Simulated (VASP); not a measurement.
## ScPt3S: relaxation of cell and atoms with PBE

The system is ScPt3S.

```
CELL_PARAMETERS angstrom
4.25422 0.00000 0.00000
-2.12711 3.68426 0.00000
0.00000 0.00000 5.25203
ATOMIC_POSITIONS crystal
Sc 0.33333 0.66667 0.50000
Pt 0.00000 0.00000 0.75525
Pt 0.00000 0.00000 0.24475
Pt 0.66667 0.33333 0.50000
S 0.66667 0.33333 0.00000
```

```
Program                : VASP 6.6.1
Task                   : relaxation of cell and atoms
Functional             : PBE
Potentials or basis    : VASP PAW PBE potentials, release 64 (Sc_sv, Pt, S)
Cutoff                 : 600 eV
k mesh                 : 6 × 6 × 4
Occupations            : gaussian, width 0.1 eV
Spin                   : no spin polarisation
Dipole correction      : no
Further INCAR settings : ALGO = Normal; EDIFF = 1e-06; IBRION = 2; EDIFFG = -0.04; NSW = 90; ISIF = 3
```

| Quantity | Value |
| --- | --- |
| Relaxed volume | 18.64 Å³/atom |
| Relaxed cell | a = 4.508 Å, b = 4.508 Å, c = 5.297 Å, α = 90.00°, β = 90.00°, γ = 120.00° |
| Space group after relaxing (to 0.05 Å) | P-6m2 (No. 187) |
| Energy gained by relaxing | 139.1 meV/atom |
| Ionic steps | 9 |
| Pressure after relaxing | 0.0 GPa |
| Largest force after relaxing | 0.016 eV/Å |

Forces in eV/Å, atoms in the order of the input:
```
Sc   0.000  0.000  0.000
Pt   0.000  0.000  0.016
Pt   0.000  0.000 -0.016
Pt   0.000  0.000  0.000
S    0.000  0.000  0.000
```

Step by step:
| step | energy change (eV) | largest force (eV/Å) | pressure (GPa) | volume (Å³) |
| --- | --- | --- | --- | --- |
| 1 | 0.0000 | 0.0416 | 21.10 | 82.32 |
| 2 | 0.3675 | 0.8739 | -15.38 | 110.91 |
| 3 | -0.6418 | 0.5441 | -1.04 | 93.48 |
| 4 | -0.6428 | 0.5302 | -0.51 | 93.09 |
| 5 | -0.6427 | 0.5222 | -0.19 | 92.87 |
| 6 | -0.6908 | 0.1404 | 0.19 | 92.92 |
| 7 | -0.6948 | 0.0482 | 0.40 | 92.92 |
| 8 | -0.6948 | 0.0171 | -0.44 | 93.52 |
| 9 | -0.6953 | 0.0157 | -0.02 | 93.21 |

Final structure:
```yaml
crystal:
  lattice:
    - [4.50768, 0.00000, 0.00000]
    - [-2.25384, 3.90377, 0.00000]
    - [0.00000, 0.00000, 5.29719]
  atoms:
    - { symbol: Sc, position: [0.33333, 0.66667, 0.50000] }
    - { symbol: Pt, position: [0.00000, 0.00000, 0.74995] }
    - { symbol: Pt, position: [0.00000, 0.00000, 0.25005] }
    - { symbol: Pt, position: [0.66667, 0.33333, 0.50000] }
    - { symbol: S, position: [0.66667, 0.33333, 0.00000] }
```

Levels at points of the mesh, in eV from the Fermi level:
| k point | band 20 | band 21 | band 22 | band 23 | band 24 | band 25 | band 26 | band 27 |
| --- | --- | --- | --- | --- | --- | --- | --- | --- |
| (0.00, 0.00, 0.00) | -0.52 | -0.52 | -0.31 | -0.31 | -0.01 | 0.14 | 1.64 | 1.64 |
| (0.50, 0.00, 0.00) | -1.53 | -0.95 | -0.86 | -0.46 | 0.01 | 0.03 | 2.43 | 2.52 |
| (0.00, 0.00, 0.50) | -1.43 | -1.04 | -1.04 | -0.21 | -0.21 | 1.91 | 1.91 | 2.00 |
| (0.50, 0.00, 0.50) | -1.64 | -0.97 | -0.95 | -0.67 | 0.07 | 0.20 | 2.40 | 3.02 |

Run time: 4.4 min on 1 thread of AMD EPYC 9R45 96-Core Processor (Zen 5) (shared host), peak memory 0.24 GiB.

Caveat: spin-orbit coupling is left out, which moves the levels of the heavy elements.
